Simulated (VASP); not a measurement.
BN: single point with PBE+D3(BJ)

The system is BN.

```
B N
1.0
     2.51000    0.00000    0.00000
    -1.25500    2.17372    0.00000
     0.00000    0.00000    6.69000
B N
2 2
Direct
  0.00000 0.00000 0.50000
  0.33333 0.66667 0.00000
  0.00000 0.00000 0.00000
  0.68967 0.37934 0.50000
```

This cell differs from its parent crystal: atom 4 (N) moved by (+0.000, +0.100) A along x and y.

```json
{
 "Program": "VASP 6.6.1",
 "Task": "single point",
 "Functional": "PBE",
 "Dispersion": "D3(BJ)",
 "Potentials or basis": "VASP PAW PBE potentials, release 64 (B, N)",
 "Cutoff": "520 eV",
 "k mesh": "12 × 12 × 4",
 "Occupations": "gaussian, width 0.05 eV",
 "Spin": "no spin polarisation",
 "Dipole correction": "no",
 "Further INCAR settings": "ALGO = Normal; EDIFF = 1e-06; NBANDS = 16"
}
```

```yaml
Pressure: 0.9 GPa
Largest_force: 4.751 eV/Å
Band_gap_on_the_k_mesh: 4.06 eV, indirect (least direct gap 4.48 eV)
Dispersion_energy_per_atom: -0.139 eV
```

Forces on the atoms (eV/Å):
```
B    0.000  4.739  0.000
B    0.000 -0.008  0.000
N    0.000  0.019  0.000
N    0.000 -4.751  0.000
```

Stress tensor (GPa, compression positive):
```
-4.79  0.00  0.00
 0.00  8.12  0.00
 0.00  0.00 -0.51
```

Levels at points of the mesh, in eV from the valence-band top:
| k point | band 4 | band 5 | band 6 | band 7 | band 8 | band 9 | band 10 | band 11 | band 12 | band 13 |
| --- | --- | --- | --- | --- | --- | --- | --- | --- | --- | --- |
| (0.00, 0.00, 0.00) | -4.14 | -2.40 | -1.40 | -1.40 | -0.17 | 5.18 | 10.12 | 10.14 | 11.48 | 11.48 |
| (0.50, 0.00, 0.00) | -8.69 | -4.28 | -4.17 | -1.42 | -0.73 | 4.43 | 5.85 | 9.32 | 9.59 | 12.78 |
| (0.00, 0.50, 0.00) | -8.89 | -4.18 | -3.53 | -1.11 | -0.56 | 4.21 | 5.01 | 9.58 | 9.87 | 12.63 |
| (0.00, 0.00, 0.50) | -5.23 | -2.40 | -1.40 | -1.40 | -0.17 | 7.46 | 7.49 | 10.12 | 11.48 | 11.48 |
| (0.50, 0.00, 0.50) | -8.72 | -4.27 | -4.18 | -1.10 | -0.98 | 4.65 | 5.12 | 9.49 | 9.79 | 13.48 |
| (0.00, 0.50, 0.50) | -8.92 | -4.18 | -3.54 | -0.98 | -0.55 | 4.06 | 4.64 | 9.77 | 10.08 | 13.56 |

Run time: 53 s on 1 thread of Intel(R) Xeon(R) Platinum 8259CL CPU @ 2.50GHz (Skylake/Cascade Lake), with other jobs on the host, peak memory 0.2 GiB.

Caveat: the cell differs from its parent crystal (atom 4 (N) moved by (+0.000, +0.100) A along x and y); forces of over 1 eV/Å act on the atoms, so gaps and moduli don't describe the material at rest. A k mesh can miss the band edges.
